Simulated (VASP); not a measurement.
# EuS (Fm-3m) in VASP: notebook

EuS is run at these levels: PBE; tasks: single point.

Program: VASP 6.6.1. These are calculated values, not measurements. Logs are shortened: lines on timing, memory, paths and dates and some standing lists are left out, and cuts for length are marked.

**The experiment to reproduce.**

From “Crystal-field mediated electronic transitions of EuS up to 35 GPa”, 2022, pmc:8786971, for a powder of EuS at 300 K: band gap 1.72 eV (optical).

The results are compared with them further down.

### Step 1. The cell of the first run

The structure is cubic, space group Fm-3m (No. 225). Conventional cell: a = 5.957 Å, b = 5.957 Å, c = 5.957 Å, α = 90.00°, β = 90.00°, γ = 90.00°. Eu (site symmetry m-3m) has 6 S at 2.98 Å within 3.9 Å. S (site symmetry m-3m) has 6 Eu at 2.98 Å within 3.9 Å.

### Step 2. Single point, PBE, collinear spin, ferromagnetic start

The input, INCAR:

```
ALGO     = Normal         # electronic algorithm
EDIFF    = 1E-6           # SCF threshold, eV
ENCUT    = 600            # plane-wave cutoff, eV
GGA      = PE             # functional
GGA_COMPAT= F            
ISIF     = 2              # what is computed and relaxed
ISMEAR   = 0              # smearing method
ISPIN    = 2              # spin polarisation
LASPH    = T              # aspherical terms in the spheres
LCHARG   = T              # write CHGCAR
LELF     = T              # ELF
LMAXMIX  = 6              # l up to which the mixer works
LORBIT   = 11             # projections on sites
LREAL    = F              # projectors in reciprocal space
LVHAR    = T            
LWAVE    = F              # write WAVECAR
MAGMOM   = 7 0            # initial moments
NBANDS   = 22             # bands
NELM     = 200            # most SCF steps
PREC     = Accurate       # precision mode
SIGMA    = 0.1            # smearing width, eV
```

The input, KPOINTS:

```
k-points
0
Gamma
  7 7 7
```

The input, POSCAR:

```
EuS
1.0
    0.0000000000      2.9785000000      2.9785000000
    2.9785000000      0.0000000000      2.9785000000
    2.9785000000      2.9785000000      0.0000000000
Eu S
1 1
Direct
    0.0000000000      0.0000000000      0.0000000000
    0.5000000000      0.5000000000      0.5000000000
```

Potentials or basis: VASP PAW PBE potentials, release 64 (Eu, S).

Started as:

```sh
> cat potpaw_PBE.64/Eu/POTCAR potpaw_PBE.64/S/POTCAR > POTCAR
> mpirun -np 1 vasp_std > vasp.out
```

OUTCAR:

```text
EDIFF = 1E-6
   ENCUT = 600
   GGA = PE
   ISIF = 2
   ISMEAR = 0
   ISPIN = 2
   LASPH = T
   LORBIT = 11
   LREAL = F
   NELM = 200
   PREC = Accurate

 ion  position               nearest neighbor table
   1  0.000  0.000  0.000-   2 2.98   2 2.98   2 2.98   2 2.98   2 2.98   2 2.98
   2  0.500  0.500  0.500-   1 2.98   1 2.98   1 2.98   1 2.98   1 2.98   1 2.98

  LATTYP: Found a face centered cubic cell.
 ALAT       =     5.9570000000

  Lattice vectors:

 A1 = (   0.0000000000,   2.9785000000,   2.9785000000)
 A2 = (   2.9785000000,   0.0000000000,   2.9785000000)
 A3 = (   2.9785000000,   2.9785000000,   0.0000000000)

Analysis of symmetry for initial positions (statically):
=====================================================================
 Subroutine PRICEL returns:
 Original cell was already a primitive cell.

 Routine SETGRP: Setting up the symmetry group for a
 face centered cubic supercell.

 Subroutine GETGRP returns: Found 48 space group operations
 (whereof 48 operations were pure point group operations)
 out of a pool of 48 trial point group operations.

The static configuration has the point symmetry O_h .

Analysis of symmetry for dynamics (positions and initial velocities):
=====================================================================
 Subroutine PRICEL returns:
 Original cell was already a primitive cell.

 Routine SETGRP: Setting up the symmetry group for a
 face centered cubic supercell.

 Subroutine GETGRP returns: Found 48 space group operations
 (whereof 48 operations were pure point group operations)
 out of a pool of 48 trial point group operations.

The dynamic configuration has the point symmetry O_h .

Analysis of structural, dynamic, and magnetic symmetry:
=====================================================================
 Subroutine PRICEL returns:
 Original cell was already a primitive cell.

 Routine SETGRP: Setting up the symmetry group for a
 face centered cubic supercell.

 Subroutine GETGRP returns: Found 48 space group operations
 (whereof 48 operations were pure point group operations)
 out of a pool of 48 trial point group operations.

The overall configuration has the point symmetry O_h .

 Subroutine INISYM returns: Found 48 space group operations
 (whereof 48 operations are pure point group operations),
 and found     1 'primitive' translations

----------------------------------------------------------------------------------------

[... 111 lines left out ...]
   LORBIT       =     11    0 simple, 1 ext, 2 COOP (PROOUT), +10 PAW based schemes
   GGA     = PE    functional components
   LHFCALC =     F    Hartree Fock is set to
   AEXX    =    0.0000 exact exchange contribution
   IVDW    =     0    specifies the selected vdW correction
   LEPSILON=     F    determine dielectric tensor
   LRPA    =     F    only Hartree local field effects (RPA)
 spin polarized calculation
 Gauss-broadening in eV      SIGMA  =   0.10
  energy-cutoff  :      600.00
  volume of cell :       52.85
 maximum number of plane-waves:      1807
 NGX is ok and might be reduce to    36
   NGX = 17   NGY = 17   NGZ = 17

 number of electron      22.9999997 magnetization       6.9704520

 Free energy of the ion-electron system (eV)
  ---------------------------------------------------
  ext. energy  EPLUGINS =         0.00000000
  ---------------------------------------------------
  free energy    TOTEN  =       -19.90149536 eV

  energy without entropy =      -19.89630970  energy(sigma->0) =      -19.89890253

 E-fermi :   4.2720     XC(G=0):  -9.6374

 val. band max:        4.2585757094   @ k =   0.2857   0.2857   0.0000
 cond. band min:       4.3480324491   @ k =   0.0000   0.0000   0.0000
 fundamental gap:      0.0894567396
 Fermi energy:         4.2719551764

 spin component 1

 k-point     1 :       0.0000    0.0000    0.0000
  band No.  band energies     occupation
      1     -37.2217      1.00000
      2     -15.9324      1.00000
      3     -15.9324      1.00000
      4     -15.9324      1.00000
      5      -9.1822      1.00000
      6       1.5206      1.00000
[... 489 lines left out ...]
     21      10.8703      0.00000
     22      12.2158      0.00000
 Fermi energy:         4.2719551764

 spin component 2

 k-point     1 :       0.0000    0.0000    0.0000
  band No.  band energies     occupation
      1     -34.1390      1.00000
      2     -13.6782      1.00000
      3     -13.6782      1.00000
      4     -13.6782      1.00000
      5      -9.1789      1.00000
      6       1.6687      1.00000
[... 489 lines left out ...]
     21      11.6925      0.00000
     22      13.1705      0.00000

------------------------ aborting loop because EDIFF is reached ----------------------------------------

  FORCE on cell =-STRESS in cart. coord.  units (eV):
  Direction    XX          YY          ZZ          XY          YZ          ZX
  --------------------------------------------------------------------------------------
  -------------------------------------------------------------------------------------
  Total       -0.9141007     -0.9141007     -0.9141007      0.0000000      0.0000000      0.0000000
  in kB      -27.7128912    -27.7128912    -27.7128912      0.0000000      0.0000000      0.0000000
  external PRESSURE =     -27.7128912 kB  Pullay stress =       0.0000000 kB

 VOLUME and BASIS-vectors are now :
 -----------------------------------------------------------------------------
  energy-cutoff  :      600.00
  volume of cell :       52.85
      direct lattice vectors                 reciprocal lattice vectors
     0.000000000  2.978500000  2.978500000    -0.167869733  0.167869733  0.167869733
     2.978500000  0.000000000  2.978500000     0.167869733 -0.167869733  0.167869733
     2.978500000  2.978500000  0.000000000     0.167869733  0.167869733 -0.167869733

 POSITION                                       TOTAL-FORCE (eV/Angst)
 -----------------------------------------------------------------------------------
      0.00000      0.00000      0.00000         0.000000      0.000000      0.000000
      2.97850      2.97850      2.97850        -0.000000      0.000000     -0.000000
 -----------------------------------------------------------------------------------
    total drift:                                0.000000      0.000000      0.000000

  FREE ENERGIE OF THE ION-ELECTRON SYSTEM (eV)
  ---------------------------------------------------
  free  energy   TOTEN  =       -19.9014953635 eV

  energy  without entropy=      -19.8963097007  energy(sigma->0) =      -19.89890253

 total charge

# of ion       s       p       d       f       tot
--------------------------------------------------
    1        2.027   5.756   0.306   6.654  14.743
    2        1.316   2.429   0.000   0.000   3.745
--------------------------------------------------
tot          3.343   8.186   0.306   6.654  18.488

 magnetization (x)

# of ion       s       p       d       f       tot
--------------------------------------------------
    1       -0.015  -0.113   0.090   6.623   6.585
    2       -0.007  -0.066   0.000   0.000  -0.072
--------------------------------------------------
tot         -0.022  -0.179   0.090   6.623   6.513
```

OSZICAR:

```text
N       E                     dE             d eps       ncg     rms          rms(c)
DAV:   1     0.147116691177E+03    0.14712E+03   -0.94688E+03  2472   0.483E+03
DAV:   2     0.653016274402E+01   -0.14059E+03   -0.12402E+03  2454   0.389E+02
DAV:   3    -0.149804329189E+02   -0.21511E+02   -0.21082E+02  2530   0.113E+02
DAV:   4    -0.174727263303E+02   -0.24923E+01   -0.24759E+01  3410   0.250E+01
DAV:   5    -0.175777316139E+02   -0.10501E+00   -0.10491E+00  2900   0.711E+00    0.305E+01
DAV:   6    -0.207916873663E+02   -0.32140E+01   -0.27669E+00  2300   0.213E+01    0.188E+01
DAV:   7    -0.200212953729E+02    0.77039E+00   -0.32856E+00  2642   0.299E+01    0.111E+01
DAV:   8    -0.199504890315E+02    0.70806E-01   -0.24494E+00  2242   0.240E+01    0.877E+00
DAV:   9    -0.199100401026E+02    0.40449E-01   -0.23384E-01  3024   0.760E+00    0.328E+00
DAV:  10    -0.199014721231E+02    0.85680E-02   -0.74671E-02  2728   0.420E+00    0.287E+00
DAV:  11    -0.199023295309E+02   -0.85741E-03   -0.52574E-03  3034   0.681E-01    0.242E+00
DAV:  12    -0.199012899618E+02    0.10396E-02   -0.95131E-03  2746   0.149E+00    0.916E-01
DAV:  13    -0.199014908882E+02   -0.20093E-03   -0.64147E-04  3272   0.230E-01    0.386E-01
DAV:  14    -0.199014734727E+02    0.17415E-04   -0.13789E-04  2996   0.135E-01    0.236E-01
DAV:  15    -0.199014864680E+02   -0.12995E-04   -0.26940E-05  3192   0.526E-02    0.124E-01
DAV:  16    -0.199014987983E+02   -0.12330E-04   -0.11993E-05  2640   0.277E-02    0.100E-01
DAV:  17    -0.199014946943E+02    0.41040E-05   -0.70330E-06  2568   0.392E-02    0.504E-02
DAV:  18    -0.199014953635E+02   -0.66919E-06   -0.25912E-06  2366   0.116E-02
   1 F= -.19901495E+02 E0= -.19898903E+02  d E =-.518566E-02  mag=     6.9705
```

stdout:

```text
POSCAR found type information on POSCAR EuS
 POSCAR found :  2 types and       2 ions
 scaLAPACK will be used
 LDA part: xc-table for (Slater+PW92), standard interpolation
 POSCAR, INCAR and KPOINTS ok, starting setup
 FFT: planning ... GRIDC
 FFT: planning ... GRID_SOFT
 FFT: planning ... GRID
 WAVECAR not read
 entering main loop
```

Wall time 74 s (1 thread of Intel Xeon Platinum 8375C at 2.90GHz (Ice Lake), shared host); peak memory 0.27 GiB.

What came out:

```yaml
Free_energy: -19.9015 eV
Pressure: -2.8 GPa
Band_gap_on_the_k_mesh: zero (filled and empty bands overlap)
Net_moment: 6.97 μB per cell
Site_moments: Eu +6.58; S -0.07 μB
Valence_electrons_inside_the_program's_atomic_spheres: Eu 14.74; S 3.75
```

Caveat: spin-orbit coupling is left out, which moves the levels of the heavy elements; a cell with one magnetic atom can't hold antiferromagnetic order, which such compounds often take; without U or exact exchange the open f shell lies at the Fermi level, which spoils levels, moments and volumes. The state reached can hang on the start; a lower one may exist.

### Step 3. Single point, PBE, collinear spin, ferromagnetic start

The input, INCAR:

```
SYSTEM = EuS
PREC = Accurate ; ENCUT = 600
EDIFF = 1E-6 ; ISMEAR = 0
SIGMA = 0.1 ; LREAL = .FALSE.
LASPH = .TRUE. ; NELM = 200
ALGO = Normal ; ISIF = 2
LWAVE = .FALSE. ; LCHARG = .FALSE.
ISPIN = 2 ; MAGMOM = 7 0
LORBIT = 11 ; LMAXMIX = 6
GGA = PE ; NBANDS = 22
GGA_COMPAT = .FALSE.
```

The input, KPOINTS:

```
regular mesh
0
G
  7 7 7
  0 0 0
```

POSCAR is that of step 2.

Potentials or basis: VASP PAW PBE potentials, release 64 (Eu, S).

Started as:

```sh
> cat potpaw_PBE.64/Eu/POTCAR potpaw_PBE.64/S/POTCAR > POTCAR
> mpirun -np 1 vasp_std > vasp.out
```

OUTCAR:

```text
SYSTEM = EuS
   PREC = Accurate
   ENCUT = 600
   EDIFF = 1E-6
   ISMEAR = 0
   LREAL = .FALSE.
   LASPH = .TRUE.
   NELM = 200
   ISIF = 2
   ISPIN = 2
   LORBIT = 11
   GGA = PE

 ion  position               nearest neighbor table
   1  0.000  0.000  0.000-   2 2.98   2 2.98   2 2.98   2 2.98   2 2.98   2 2.98
   2  0.500  0.500  0.500-   1 2.98   1 2.98   1 2.98   1 2.98   1 2.98   1 2.98

  LATTYP: Found a face centered cubic cell.
 ALAT       =     5.9570000000
[... 1211 lines left out ...]
  external PRESSURE =     -27.7128912 kB  Pullay stress =       0.0000000 kB

 VOLUME and BASIS-vectors are now :
 -----------------------------------------------------------------------------
  energy-cutoff  :      600.00
  volume of cell :       52.85
      direct lattice vectors                 reciprocal lattice vectors
     0.000000000  2.978500000  2.978500000    -0.167869733  0.167869733  0.167869733
     2.978500000  0.000000000  2.978500000     0.167869733 -0.167869733  0.167869733
     2.978500000  2.978500000  0.000000000     0.167869733  0.167869733 -0.167869733

 POSITION                                       TOTAL-FORCE (eV/Angst)
 -----------------------------------------------------------------------------------
      0.00000      0.00000      0.00000         0.000000      0.000000      0.000000
      2.97850      2.97850      2.97850        -0.000000      0.000000     -0.000000
 -----------------------------------------------------------------------------------
    total drift:                                0.000000      0.000000      0.000000

  FREE ENERGIE OF THE ION-ELECTRON SYSTEM (eV)
  ---------------------------------------------------
  free  energy   TOTEN  =       -19.9014953635 eV

  energy  without entropy=      -19.8963097007  energy(sigma->0) =      -19.89890253

 total charge

# of ion       s       p       d       f       tot
--------------------------------------------------
    1        2.027   5.756   0.306   6.654  14.743
    2        1.316   2.429   0.000   0.000   3.745
--------------------------------------------------
tot          3.343   8.186   0.306   6.654  18.488

 magnetization (x)

# of ion       s       p       d       f       tot
--------------------------------------------------
    1       -0.015  -0.113   0.090   6.623   6.585
    2       -0.007  -0.066   0.000   0.000  -0.072
--------------------------------------------------
tot         -0.022  -0.179   0.090   6.623   6.513
```

stdout:

```text
POSCAR found type information on POSCAR EuS
 POSCAR found :  2 types and       2 ions
 scaLAPACK will be used
 LDA part: xc-table for (Slater+PW92), standard interpolation
 POSCAR, INCAR and KPOINTS ok, starting setup
 FFT: planning ... GRIDC
 FFT: planning ... GRID_SOFT
 FFT: planning ... GRID
 WAVECAR not read
 entering main loop
```

It took 68 s on 1 thread of Intel Xeon Platinum 8375C at 2.90GHz (Ice Lake), shared host; peak memory 0.27 GiB.

Results:

```yaml
Free_energy: -19.9015 eV
Pressure: -2.8 GPa
Band_gap_on_the_k_mesh: zero (filled and empty bands overlap)
Net_moment: 6.97 μB per cell
Site_moments: Eu +6.58; S -0.07 μB
Valence_electrons_inside_the_program's_atomic_spheres: Eu 14.74; S 3.75
```

Caveat: spin-orbit coupling is left out, which moves the levels of the heavy elements; a cell with one magnetic atom can't hold antiferromagnetic order, which such compounds often take; without U or exact exchange the open f shell lies at the Fermi level, which spoils levels, moments and volumes. The state reached can hang on the start; a lower one may exist.

### Step 4. Comparison with measurements

Step 2. A measured gap of EuS is 1.72 eV (optical; 300 K; powder; “Crystal-field mediated electronic transitions of EuS up to 35 GPa”, 2022, pmc:8786971); the calculated 0.00 eV misses it by -1.72 eV. So large a miss can be the level of theory's own, or it may mean another phase, state or a wrong row. Spin-orbit coupling on Eu is left out. The value is that of PBE on a finite k mesh, which can miss the band edges, without temperature or zero-point motion. Semilocal functionals fall short of measured gaps as a rule. The run's magnetic order (collinear spin, ferromagnetic start) needn't be the measured crystal's.

Step 3. A measured gap of EuS is 1.72 eV (optical; 300 K; powder; “Crystal-field mediated electronic transitions of EuS up to 35 GPa”, 2022, pmc:8786971); the calculated 0.00 eV misses it by -1.72 eV. So large a miss can be the level of theory's own, or it may mean another phase, state or a wrong row. Spin-orbit coupling on Eu is left out. The value is that of PBE on a finite k mesh, which can miss the band edges, without temperature or zero-point motion. Semilocal functionals fall short of measured gaps as a rule. The run's magnetic order (collinear spin, ferromagnetic start) needn't be the measured crystal's.
